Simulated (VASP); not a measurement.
Ti:

```
Ti
1.0
    -1.64100    1.64100    1.64100
     1.64100   -1.64100    1.64100
     1.64100    1.64100   -1.64100
Ti
1
Direct
  0.00000 0.00000 0.00000
```

This isn't the form of Ti at room conditions, which is hcp.

Base run:

| Quantity | Value |
| --- | --- |
| Program | VASP 6.6.1 |
| Functional | r2SCAN |
| Potentials or basis | VASP PAW PBE potentials, release 64 (Ti_sv) |
| Cutoff | 520 eV |
| k mesh | 16 × 16 × 16 |
| Occupations | fermi-dirac, width 0.05 eV |
| Spin | collinear spin |
| Starting moments | [1.0] μB |

Its results: pressure -2.4 GPa.

**Question.** After a change of settings the same cell gave: pressure -1.9 GPa; site moments Ti +0.34 μB. Which change was it?
A. moments at the start from [1.0] to [1.55]; fixed moment from none to 1.55 μB
B. moments at the start from [1.0] to [1.77]; fixed moment from none to 1.77 μB
C. moments at the start from [1.0] to [0.47]; fixed moment from none to 0.47 μB
D. moments at the start from [1.0] to [0.95]; fixed moment from none to 0.95 μB

**Answer.** C.

Caveats: the PAW data sets were made with another functional, which shifts forces and pressure a little; the total moment is fixed, so each spin has its own Fermi level and the state may be an excited one (at least some runs).
